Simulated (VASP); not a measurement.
# MgO (P3m1) in VASP: single point with PBEsol

Aim: the single point of MgO with PBEsol.

Program: VASP 6.6.1. These are calculated values, not measurements. Logs are shortened: lines on timing, memory, paths and dates and some standing lists are left out, and cuts for length are marked.

### Step 1. The cell of the first run

Symmetry: P3m1, No. 156, trigonal system. Conventional cell: a = 2.959 Å, b = 2.959 Å, c = 22.548 Å, α = 90.00°, β = 90.00°, γ = 120.00°. Mg (site symmetry 3m) has 6 O at 2.14 to 2.15 Å within 2.8 Å. Within 2.8 Å of Mg (site symmetry 3m) lie 6 O at 2.10 Å. Mg (site symmetry 3m) has 6 O at 2.10 Å within 2.8 Å. Within 2.8 Å of Mg (site symmetry 3m) lie 6 O at 2.10 Å. Within 2.8 Å of Mg (site symmetry 3m) lie 6 O at 2.14 Å. Mg (site symmetry 3m) has 6 O at 2.10 Å within 2.8 Å. Within 2.8 Å of Mg (site symmetry 3m) lie 6 O at 2.14 Å. Within 2.8 Å of Mg (site symmetry 3m) lie 6 O at 2.10 Å.

### Step 2. Single point, PBEsol

File INCAR:

```
SYSTEM = MgO
PREC = Accurate
ENCUT = 520
EDIFF = 1E-7
ISMEAR = 0
SIGMA = 0.02
LREAL = Auto
LASPH = .True.
NELM = 100
ALGO = Normal
ISIF = 2
LWAVE = .False.
LCHARG = .False.
GGA = PS
NBANDS = 51
```

File KPOINTS:

```
regular mesh
0
Gamma
  12 12 2
  0 0 0
```

File POSCAR:

```
MgO
1.0
    2.9585770908      0.0000000000      0.0000000000
   -1.4792885454      2.5622029197      0.0000000000
    0.0000000000      0.0000000000     22.5483301872
Mg O
9 9
Direct
    0.0000000000      0.0000000000      0.0033372968
    0.3333333333      0.6666666667      0.1148610142
    0.6666666667      0.3333333333      0.2230181796
    0.0000000000      0.0000000000      0.3311774786
    0.3333333333      0.6666666667      0.4426278560
    0.0000000000      0.0000000000      0.5540677023
    0.6666666667      0.3333333333      0.6655073273
    0.0000000000      0.0000000000      0.7769450327
    0.3333333333      0.6666666667      0.8884581225
    0.6666666667      0.3333333333      0.0609339552
    0.0000000000      0.0000000000      0.1689426393
    0.3333333333      0.6666666667      0.2770953825
    0.6666666667      0.3333333333      0.3851179586
    0.6666666667      0.3333333333      0.5001286837
    0.3333333333      0.6666666667      0.6080057870
    0.3333333333      0.6666666667      0.7230071708
    0.6666666667      0.3333333333      0.8308702161
    0.6666666667      0.3333333333      0.9458981967
```

Potentials or basis: VASP PAW PBE potentials, release 64 (Mg, O).

The run is started by

```console
> cat potpaw_PBE.64/Mg/POTCAR potpaw_PBE.64/O/POTCAR > POTCAR
> mpirun -np 1 vasp_std > vasp.out
```

OUTCAR:

```text
SYSTEM = MgO
   PREC = Accurate
   ENCUT = 520
   EDIFF = 1E-7
   ISMEAR = 0
   LREAL = Auto
   LASPH = .True.
   NELM = 100
   ISIF = 2
   GGA = PS

 ion  position               nearest neighbor table
   1  0.000  0.000  0.003-  18 2.14  18 2.14  18 2.14  10 2.15  10 2.15  10 2.15   2 3.04   2 3.04
                             2 3.04   9 3.10   9 3.10   9 3.10
   2  0.333  0.667  0.115-  10 2.10  10 2.10  10 2.10  11 2.10  11 2.10  11 2.10   3 2.98   3 2.98
                             3 2.98   1 3.04   1 3.04   1 3.04
   3  0.667  0.333  0.223-  11 2.10  11 2.10  11 2.10  12 2.10  12 2.10  12 2.10   2 2.98   2 2.98
                             2 2.98   4 2.98   4 2.98   4 2.98
   4  0.000  0.000  0.331-  13 2.10  13 2.10  13 2.10  12 2.10  12 2.10  12 2.10   3 2.98   3 2.98
                             3 2.98   5 3.04   5 3.04   5 3.04
   5  0.333  0.667  0.443-  14 2.14  14 2.14  14 2.14  13 2.14  13 2.14  13 2.14   6 3.04   6 3.04
                             6 3.04   4 3.04   4 3.04   4 3.04
   6  0.000  0.000  0.554-  15 2.10  15 2.10  15 2.10  14 2.10  14 2.10  14 2.10   7 3.04   7 3.04
                             7 3.04   5 3.04   5 3.04   5 3.04
   7  0.667  0.333  0.666-  16 2.14  16 2.14  16 2.14  15 2.14  15 2.14  15 2.14   8 3.04   8 3.04
                             8 3.04   6 3.04   6 3.04   6 3.04
   8  0.000  0.000  0.777-  17 2.10  17 2.10  17 2.10  16 2.10  16 2.10  16 2.10   7 3.04   7 3.04
                             7 3.04   9 3.04   9 3.04   9 3.04
   9  0.333  0.667  0.888-  18 2.14  18 2.14  18 2.14  17 2.15  17 2.15  17 2.15   8 3.04   8 3.04
                             8 3.04   1 3.10   1 3.10   1 3.10
  10  0.667  0.333  0.061-   2 2.10   2 2.10   2 2.10   1 2.15   1 2.15   1 2.15
  11  0.000  0.000  0.169-   3 2.10   3 2.10   3 2.10   2 2.10   2 2.10   2 2.10
  12  0.333  0.667  0.277-   3 2.10   3 2.10   3 2.10   4 2.10   4 2.10   4 2.10
  13  0.667  0.333  0.385-   4 2.10   4 2.10   4 2.10   5 2.14   5 2.14   5 2.14
  14  0.667  0.333  0.500-   6 2.10   6 2.10   6 2.10   5 2.14   5 2.14   5 2.14
  15  0.333  0.667  0.608-   6 2.10   6 2.10   6 2.10   7 2.14   7 2.14   7 2.14
  16  0.333  0.667  0.723-   8 2.10   8 2.10   8 2.10   7 2.14   7 2.14   7 2.14
  17  0.667  0.333  0.831-   8 2.10   8 2.10   8 2.10   9 2.15   9 2.15   9 2.15
  18  0.667  0.333  0.946-   1 2.14   1 2.14   1 2.14   9 2.14   9 2.14   9 2.14

  LATTYP: Found a hexagonal cell.
 ALAT       =     2.9585770908
 C/A-ratio  =     7.6213427926

  Lattice vectors:

 A1 = (   2.9585770908,   0.0000000000,   0.0000000000)
 A2 = (  -1.4792885454,   2.5622029197,   0.0000000000)
 A3 = (   0.0000000000,   0.0000000000,  22.5483301872)

Analysis of symmetry for initial positions (statically):
=====================================================================
 Subroutine PRICEL returns:
 Original cell was already a primitive cell.

 Routine SETGRP: Setting up the symmetry group for a
 hexagonal supercell.

 Subroutine GETGRP returns: Found  6 space group operations
 (whereof  6 operations were pure point group operations)
 out of a pool of 24 trial point group operations.

The static configuration has the point symmetry C_3v.

Analysis of symmetry for dynamics (positions and initial velocities):
=====================================================================
 Subroutine PRICEL returns:
 Original cell was already a primitive cell.

 Routine SETGRP: Setting up the symmetry group for a
 hexagonal supercell.

 Subroutine GETGRP returns: Found  6 space group operations
 (whereof  6 operations were pure point group operations)
 out of a pool of 24 trial point group operations.

The dynamic configuration has the point symmetry C_3v.

 Subroutine INISYM returns: Found  6 space group operations
 (whereof  6 operations are pure point group operations),
 and found     1 'primitive' translations

----------------------------------------------------------------------------------------

                                     Primitive cell

  volume of cell :     170.9271

  direct lattice vectors                    reciprocal lattice vectors
     2.958577091  0.000000000  0.000000000     0.338000319  0.195144575  0.000000000
    -1.479288545  2.562202920  0.000000000     0.000000000  0.390289150  0.000000000
     0.000000000  0.000000000 22.548330187     0.000000000  0.000000000  0.044349182

  length of vectors
     2.958577091  2.958577091 22.548330187     0.390289150  0.390289150  0.044349182

  position of ions in fractional coordinates (direct lattice)
     0.000000000  0.000000000  0.003337297
     0.333333333  0.666666667  0.114861014
     0.666666667  0.333333333  0.223018180
     0.000000000  0.000000000  0.331177479
     0.333333333  0.666666667  0.442627856
     0.000000000  0.000000000  0.554067702
[... 10 lines left out ...]
     0.666666667  0.333333333  0.830870216
     0.666666667  0.333333333  0.945898197

  ion indices of the primitive-cell ions
   primitive index   ion index
                 1           1
                 2           2
                 3           3
                 4           4
                 5           5
                 6           6
[... 10 lines left out ...]
                17          17
                18          18

----------------------------------------------------------------------------------------

 KPOINTS: regular mesh

Automatic generation of k-mesh.
 Grid dimensions read from file:
 generate k-points for:   12   12    2

 Generating k-lattice:

  Cartesian coordinates                     Fractional coordinates (reciprocal lattice)
     0.028166693  0.016262048  0.000000000     0.083333333  0.000000000  0.000000000
     0.000000000  0.032524096  0.000000000     0.000000000  0.083333333  0.000000000
     0.000000000  0.000000000  0.022174591     0.000000000  0.000000000  0.500000000

  Length of vectors
     0.032524096  0.032524096  0.022174591

  Shift w.r.t. Gamma in fractional coordinates (k-lattice)
     0.000000000  0.000000000  0.000000000

 Subroutine IBZKPT returns following result:
 ===========================================

 Found     38 irreducible k-points:

 Following reciprocal coordinates:
            Coordinates               Weight
  0.000000  0.000000  0.000000      1.000000
  0.083333  0.000000  0.000000      6.000000
  0.166667  0.000000  0.000000      6.000000
  0.250000  0.000000  0.000000      6.000000
  0.333333 -0.000000  0.000000      6.000000
  0.416667  0.000000  0.000000      6.000000
[... 16 lines left out ...]
  0.250000  0.000000  0.500000      6.000000
  0.333333 -0.000000  0.500000      6.000000
 [... further k-points ...]
   k-points           NKPTS =     38   k-points in BZ     NKDIM =     38   number of bands    NBANDS=     51
   number of dos      NEDOS =    301   number of ions     NIONS =     18
   total plane-waves  NPLWV =  96768
   dimension x,y,z NGX =    24 NGY =   24 NGZ =  168
   dimension x,y,z NGXF=    48 NGYF=   48 NGZF=  336
   ions per type =               9   9
   NGX,Y,Z   is equivalent  to a cutoff of  13.49, 13.49, 12.39 a.u.
   NGXF,Y,Z  is equivalent  to a cutoff of  26.97, 26.97, 24.77 a.u.
 SYSTEM =  MgO
   PREC   = accura    normal or accurate (medium, high low for compatibility)
   ISTART =      0    job   : 0-new  1-cont  2-samecut
   ICHARG =      2    charge: 1-file 2-atom 10-const
   ISPIN  =      1    spin polarized calculation?
   LNONCOLLINEAR =      F non collinear calculations
   LSORBIT =      F    spin-orbit coupling
   LASPH  =      T    aspherical Exc in radial PAW
   ENCUT  =  520.0 eV  38.22 Ry    6.18 a.u.   5.50  5.50 41.92*2*pi/ulx,y,z
   NELM   =    100;   NELMIN=  2; NELMDL= -5     # of ELM steps
   EDIFF  = 0.1E-06   stopping-criterion for ELM
   LREAL  =      T    real-space projection
   EDIFFG = 0.1E-05   stopping-criterion for IOM
   NSW    =      0    number of steps for IOM
   IBRION =     -1    ionic relax: 0-MD 1-quasi-New 2-CG
   NFREE  =      0    steps in history (QN), initial steepest desc. (CG)
   ISIF   =      2    stress and relaxation
   ISYM   =      2    0-nonsym 1-usesym 2-fastsym
   POTIM  = 0.5000    time-step for ionic-motion
   TEBEG  =    0.0;   TEEND  =   0.0 temperature during run
   PSTRESS=    0.0 pullay stress
   NELECT =      72.0000    total number of electrons
   NUPDOWN=      -1.0000    fix difference up-down
   EMIN   =  10.00;   EMAX   =-10.00  energy-range for DOS
   EFERMI =   0.00;   METHOD = LEGACY
   ISMEAR =     0;   SIGMA  =   0.02  broadening in eV -4-tet -1-fermi 0-gaus
   EFERMI_NEDOS =   21; number of points for ismear=-14 and -15
   IALGO  =     38    algorithm
   IMIX   =      4    mixing-type and parameters
     AMIX     =   0.40;   BMIX     =  1.00
     AMIX_MAG =   1.60;   BMIX_MAG =  1.00
  volume/ion in A,a.u.               =       9.50        64.08
  Fermi-wavevector in a.u.,A,eV,Ry     =   1.227200  2.319072 20.490649  1.506020
  Thomas-Fermi vector in A             =   2.362172
   LORBIT       =      0    0 simple, 1 ext, 2 COOP (PROOUT), +10 PAW based schemes
   GGA     = PS    functional components
   LHFCALC =     F    Hartree Fock is set to
   AEXX    =    0.0000 exact exchange contribution
   IVDW    =     0    specifies the selected vdW correction
   LEPSILON=     F    determine dielectric tensor
   LRPA    =     F    only Hartree local field effects (RPA)
 non-spin polarized calculation
 Gauss-broadening in eV      SIGMA  =   0.02
  energy-cutoff  :      520.00
  volume of cell :      170.93
 maximum number of plane-waves:      4683
 NGX is ok and might be reduce to    24
   NGX = 11   NGY = 11   NGZ = 83

 number of electron      71.9999995 magnetization

 Free energy of the ion-electron system (eV)
  ---------------------------------------------------
  ext. energy  EPLUGINS =         0.00000000
  ---------------------------------------------------
  free energy    TOTEN  =      -110.68419684 eV

  energy without entropy =     -110.68419684  energy(sigma->0) =     -110.68419684

 E-fermi :   3.3495     XC(G=0): -11.2228

 val. band max:        3.2012584277   @ k =   0.0833   0.0000   0.0000
 cond. band min:       6.9473636080   @ k =   0.0000   0.0000   0.0000
 fundamental gap:      3.7461051803
 Fermi energy:         3.3494757015

 k-point     1 :       0.0000    0.0000    0.0000
  band No.  band energies     occupation
      1     -14.1419      2.00000
      2     -14.0192      2.00000
      3     -14.0019      2.00000
      4     -13.6642      2.00000
      5     -13.6584      2.00000
      6     -13.2240      2.00000
[... 40 lines left out ...]
     47      14.3095      0.00000
     48      14.4642      0.00000

 k-point     2 :       0.0833    0.0000    0.0000
  band No.  band energies     occupation
      1     -14.0770      2.00000
      2     -13.9581      2.00000
      3     -13.9376      2.00000
      4     -13.6066      2.00000
      5     -13.6051      2.00000
      6     -13.1784      2.00000
[... 40 lines left out ...]
     47      14.1263      0.00000
     48      14.2995      0.00000

 k-point     3 :       0.1667    0.0000    0.0000
  band No.  band energies     occupation
      1     -13.8936      2.00000
      2     -13.7854      2.00000
      3     -13.7548      2.00000
      4     -13.4559      2.00000
      5     -13.4436      2.00000
      6     -13.0504      2.00000
[... 1060 lines left out ...]
     47      13.4957      0.00000
     48      13.6937      0.00000

 k-point    24 :       0.3333   -0.0000    0.5000
  band No.  band energies     occupation
      1     -13.3284      2.00000
      2     -13.2799      2.00000
      3     -13.1419      2.00000
      4     -13.0851      2.00000
      5     -12.8665      2.00000
      6     -12.7970      2.00000
[... 40 lines left out ...]
     47      13.5365      0.00000
     48      13.6629      0.00000

 [... further k-points ...]

 [bands above 48 left out]

------------------------ aborting loop because EDIFF is reached ----------------------------------------

  FORCE on cell =-STRESS in cart. coord.  units (eV):
  Direction    XX          YY          ZZ          XY          YZ          ZX
  --------------------------------------------------------------------------------------
  -------------------------------------------------------------------------------------
  Total       -0.5188759     -0.5188759     -0.5513663      0.0000000     -0.0000000      0.0000000
  in kB       -4.8636607     -4.8636607     -5.1682080      0.0000000     -0.0000000      0.0000000
  external PRESSURE =      -4.9651765 kB  Pullay stress =       0.0000000 kB

 VOLUME and BASIS-vectors are now :
 -----------------------------------------------------------------------------
  energy-cutoff  :      520.00
  volume of cell :      170.93
      direct lattice vectors                 reciprocal lattice vectors
     2.958577091  0.000000000  0.000000000     0.338000319  0.195144575  0.000000000
    -1.479288545  2.562202920  0.000000000     0.000000000  0.390289150  0.000000000
     0.000000000  0.000000000 22.548330187     0.000000000  0.000000000  0.044349182

 POSITION                                       TOTAL-FORCE (eV/Angst)
 -----------------------------------------------------------------------------------
      0.00000      0.00000      0.07525        -0.000000      0.000000     -0.000845
     -0.00000      1.70814      2.58992        -0.000000     -0.000000     -0.000241
      1.47929      0.85407      5.02869        -0.000000      0.000000      0.002126
      0.00000      0.00000      7.46750        -0.000000      0.000000      0.000592
     -0.00000      1.70814      9.98052        -0.000000      0.000000      0.002863
      0.00000      0.00000     12.49330        -0.000000     -0.000000      0.003474
[... 10 lines left out ...]
      1.47929      0.85407     18.73474         0.000000      0.000000     -0.000714
      1.47929      0.85407     21.32842        -0.000000      0.000000      0.001905
 -----------------------------------------------------------------------------------
    total drift:                               -0.000000      0.000000     -0.009321

  FREE ENERGIE OF THE ION-ELECTRON SYSTEM (eV)
  ---------------------------------------------------
  free  energy   TOTEN  =      -110.6841968368 eV

  energy  without entropy=     -110.6841968368  energy(sigma->0) =     -110.68419684
```

Run time: 6.4 min. Hardware: 1 thread of AMD EPYC 9R45 (Zen 5), shared host; peak memory 0.39 GiB.

Results:

```yaml
Free_energy: -110.6842 eV
Pressure: -0.5 GPa
Largest_force: 0.006 eV/Å
Band_gap_on_the_k_mesh: 3.75 eV, indirect (least direct gap 3.77 eV)
```

Forces in eV/Å, atoms in the order of the input:
```
Mg   0.000  0.000 -0.001
Mg   0.000  0.000  0.000
Mg   0.000  0.000  0.002
Mg   0.000  0.000  0.001
Mg   0.000  0.000  0.003
Mg   0.000  0.000  0.003
Mg   0.000  0.000 -0.003
Mg   0.000  0.000  0.000
Mg   0.000  0.000  0.001
O    0.000  0.000  0.000
O    0.000  0.000  0.002
O    0.000  0.000 -0.006
O    0.000  0.000 -0.003
O    0.000  0.000 -0.004
O    0.000  0.000  0.003
O    0.000  0.000  0.001
O    0.000  0.000 -0.001
O    0.000  0.000  0.002
```

Levels at points of the mesh, in eV from the valence-band top:
```
           k point  band 34  band 35  band 36  band 37  band 38  band 39
(0.00, 0.00, 0.00)    -0.05    -0.05    -0.03     3.75     4.32     4.79
(0.50, 0.00, 0.00)    -0.76    -0.52    -0.24     5.80     6.35     6.60
(0.00, 0.00, 0.50)    -0.08    -0.06    -0.06     3.82     4.15     5.01
(0.50, 0.00, 0.50)    -0.75    -0.56    -0.23     5.80     6.36     6.59
```

Caveat: the PAW data sets were made with another functional, which shifts forces and pressure a little.
